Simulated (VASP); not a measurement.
A run of VASP 6.6.1 is set up as follows.

POSCAR

```
S
1.0
    0.0000000000      2.9343470269      2.9343470269
    2.9343470269      0.0000000000      2.9343470269
    2.9343470269      2.9343470269      0.0000000000
S
2
Direct
    0.0000000000      0.0000000000      0.0000000000
    0.2500000000      0.2500000000      0.2500000000
```

Contents of INCAR.step1:

```
SYSTEM = S
PREC     = Accurate       ! precision mode
ENCUT    = 520            ! plane-wave cutoff, eV
ISMEAR   = -1             ! smearing method
SIGMA    = 0.1            ! smearing width, eV
LREAL    = .FALSE.        ! projectors in reciprocal space
LASPH    = .TRUE.         ! aspherical terms in the spheres
NELM     = 100            ! most SCF steps
NBANDS   = 13             ! bands
GGA      = PE             ! functional
ALGO     = Normal         ! electronic algorithm
EDIFF    = 1E-4           ! SCF threshold, eV
LWAVE    = .TRUE.         ! write WAVECAR
LCHARG   = .FALSE.        ! write CHGCAR
```

File INCAR.step2:

```
SYSTEM = S
PREC     = Accurate       ! precision mode
ENCUT    = 520            ! plane-wave cutoff, eV
EDIFF    = 1E-6           ! SCF threshold, eV
ISMEAR   = -1             ! smearing method
SIGMA    = 0.1            ! smearing width, eV
LREAL    = .FALSE.        ! projectors in reciprocal space
LASPH    = .TRUE.         ! aspherical terms in the spheres
NELM     = 100            ! most SCF steps
ALGO     = Normal         ! electronic algorithm
ISIF     = 2              ! what is computed and relaxed
LWAVE    = .FALSE.        ! write WAVECAR
LCHARG   = .FALSE.        ! write CHGCAR
METAGGA  = R2SCAN         ! meta-GGA
LMIXTAU  = .TRUE.       
NBANDS   = 13             ! bands
ISTART   = 1
```

Contents of KPOINTS:

```
Automatic mesh
0
G
  10 10 10
  0 0 0
```

Potentials or basis: VASP PAW PBE potentials, release 64 (S).

Launch:

```sh
$ cat potpaw_PBE.64/S/POTCAR > POTCAR
$ cp INCAR.step1 INCAR
$ mpirun -np 1 vasp_std > vasp.out
$ cp INCAR.step2 INCAR
$ mpirun -np 1 vasp_std > vasp.out
```

Question: Estimate the band gap on the k mesh.

Answer: Zero (bands 6 and 7 overlap by 1.17 eV).

Question: What does it give for the pressure?

Answer: -2.6 GPa.

Caveat: the PAW data sets were made with another functional, which shifts forces and pressure a little.
